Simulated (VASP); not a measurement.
# Hf: single point with PBE

Crystal: Hf.

```
CELL_PARAMETERS angstrom
0.00000 2.19000 2.19000
2.19000 0.00000 2.19000
2.19000 2.19000 0.00000
ATOMIC_POSITIONS crystal
Hf 0.00000 0.00000 0.00000
```

This isn't the form of Hf at room conditions, which is hcp.

```
Program                : VASP 6.6.1
Task                   : single point
Functional             : PBE
Potentials or basis    : VASP PAW PBE potentials, release 64 (Hf_pv)
Cutoff                 : 520 eV
k mesh                 : 16 × 16 × 16
Occupations            : fermi-dirac, width 0.03 eV
Spin                   : no spin polarisation
Dipole correction      : no
Further INCAR settings : ALGO = Normal; EDIFF = 1e-06; NBANDS = 11
```

```yaml
Pressure: 7.6 GPa
Band_gap_on_the_k_mesh: zero (bands 5 and 6 overlap by 1.84 eV)
```

Levels at points of the mesh, in eV from the Fermi level:
| k point | band 2 | band 3 | band 4 | band 5 | band 6 | band 7 | band 8 | band 9 |
| --- | --- | --- | --- | --- | --- | --- | --- | --- |
| (0.00, 0.00, 0.00) | -29.78 | -29.78 | -7.42 | 1.43 | 1.43 | 1.43 | 4.45 | 4.45 |
| (0.50, 0.00, 0.00) | -29.91 | -29.91 | -3.82 | 0.80 | 1.18 | 1.18 | 6.76 | 6.76 |
| (0.50, 0.50, 0.00) | -30.14 | -30.14 | -3.52 | -2.36 | 2.88 | 6.78 | 7.44 | 7.44 |

It took 30 s on 1 thread of Intel Xeon 8259CL, with other jobs on the host, peak memory 0.16 GiB.

Caveat: the cell stands under pressure; spin-orbit coupling is left out, which moves the levels of the heavy elements.
